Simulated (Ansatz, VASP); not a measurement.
## One calculation of Li2O, two programs

The input INCAR:

```
ALGO = Normal
EDIFF = 1E-6
ENCUT = 750
GGA = PE
GGA_COMPAT = F
ISIF = 2
ISMEAR = 0
LASPH = T
LCHARG = F
LREAL = F
LWAVE = F
NBANDS = 13
NELM = 120
PREC = Accurate
SIGMA = 0.1
```

KPOINTS

```
k-points
0
Gamma
  6 6 6
```

The input POSCAR:

```
Li2O
1.0
    0.0000000000      2.4378210277      2.4378210277
    2.4378210277      0.0000000000      2.4378210277
    2.4378210277      2.4378210277      0.0000000000
Li O
2 1
Direct
    0.7500000000      0.7500000000      0.7500000000
    0.2500000000      0.2500000000      0.2500000000
    0.0000000000      0.0000000000      0.0000000000
```

Input for Ansatz:

```yaml
crystal:
  lattice:
    - [0.0, 2.4378210277, 2.4378210277]
    - [2.4378210277, 0.0, 2.4378210277]
    - [2.4378210277, 2.4378210277, 0.0]
  atoms:
    - { symbol: Li, position: [0.75, 0.75, 0.75] }
    - { symbol: Li, position: [0.25, 0.25, 0.25] }
    - { symbol: O, position: [0.0, 0.0, 0.0] }
basis:
  ecutwfc: 420
kpoints:
  mp_grid: { grid: [6, 6, 6] }
hamiltonian:
  xc: pbe
scf:
  occupations: { method: gaussian, width: 0.1 }
  max_iter: 89
output:
  forces: true
  stress: true
  eigenvalues: true
```

Alike in both runs: task single point; functional PBE; k mesh 6 × 6 × 6; occupations gaussian, width 0.1 eV; no spin polarisation.

|  | VASP | Ansatz |
| --- | --- | --- |
| version | VASP 6.6.1 | Ansatz 0.2.0 |
| potentials or method | VASP PAW PBE potentials, release 64 (Li_sv, O), cutoff 750 eV | scalar-relativistic, plane waves, PAW |
| valence electrons in the cell | 12 | 12 |

Ansatz gave:

- gap on the k mesh at the Fermi level (eV): 4.17
- least direct gap on the mesh (eV): 4.17
- pressure (GPa): -9.2

Which values does VASP return?

gap on the k mesh at the Fermi level (eV): 4.17; least direct gap on the mesh (eV): 4.17; pressure (GPa): -9.6.
